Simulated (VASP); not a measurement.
Here is a VASP 6.6.1 calculation.

The input INCAR:

```
PREC = Accurate
ENCUT = 1340
EDIFF = 1E-6
ISMEAR = -1
SIGMA = 0.02
LREAL = F
LASPH = T
NELM = 120
ALGO = Normal
ISIF = 2
LWAVE = F
LCHARG = F
GGA = PE
NBANDS = 28
GGA_COMPAT = F
```

Contents of KPOINTS:

```
Automatic mesh
0
Gamma
  6 6 6
```

Contents of POSCAR:

```
SnO
1.0
    3.6408845392      0.0000000000      0.0000000000
    0.0000000000      3.6408845392      0.0000000000
    0.0000000000      0.0000000000      4.9055625148
Sn O
2 2
Direct
    0.0000000000      0.5000000000      0.2441682863
    0.5000000000      0.0000000000      0.7558317137
    0.5000000000      0.5000000000      0.0000000000
    0.0000000000      0.0000000000      0.0000000000
```

Potentials or basis: VASP PAW PBE potentials, release 64 (Sn_d, O_h).

Launch:

```sh
$ cat potpaw_PBE.64/Sn_d/POTCAR potpaw_PBE.64/O_h/POTCAR > POTCAR
$ mpirun -np 1 vasp_std > vasp.out
```

Predict the largest force.

0.691 eV/Å.

Predict the pressure.

11.8 GPa.

Forces in eV/Å, atoms in the order of the input:
```
Sn   0.000  0.000  0.691
Sn   0.000  0.000 -0.691
O    0.000  0.000  0.000
O    0.000  0.000  0.000
```

Caveat: the cell differs from its parent crystal (epitaxial xy strain -4.0%); the stress differs along the axes, from 6 to 15 GPa.
